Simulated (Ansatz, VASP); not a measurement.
Two plane-wave programs on Hf5H

```
Hf H
1.0
     4.95641    0.00000    0.00000
    -2.47821    4.29238    0.00000
     0.00000    0.00000   21.13284
Hf H
5 1
Direct
  0.66667 0.33333 0.18928
  0.33333 0.66667 0.23715
  0.00000 0.00000 0.27634
  0.66667 0.33333 0.31643
  0.33333 0.66667 0.37065
  0.22222 0.88889 0.52680
```

Alike in both runs: task single point; functional PBE; dispersion D3(BJ); k mesh 6 × 6 × 1; occupations gaussian, width 0.1 eV; no spin polarisation.

|  | VASP | Ansatz |
| --- | --- | --- |
| version | VASP 6.6.1 | Ansatz 0.2.0 |
| potentials or method | VASP PAW PBE potentials, release 64 (Hf_pv, H), cutoff 520 eV | scalar-relativistic, plane waves, PAW |
| valence electrons in the cell | 51 | 131 |

```csv
,VASP,Ansatz,Ansatz less VASP
gap on the k mesh at the Fermi level (eV),none,none,-
rms of the force components (eV/Å),0.430,0.441,+0.0104
"work function, face that differs most (eV)",3.29,3.29,0.000
```

Atom by atom the forces differ by 0.033 eV/Å (rms over components). A gap of «none» marks a metal or a gap that the smearing closes. VASP's potentials hold 51 valence electrons a cell and Ansatz's 131, so a difference there can come from the potentials and not from the codes. Ansatz's warnings: xc potential rough in thin density.

Spin-orbit coupling is off throughout.
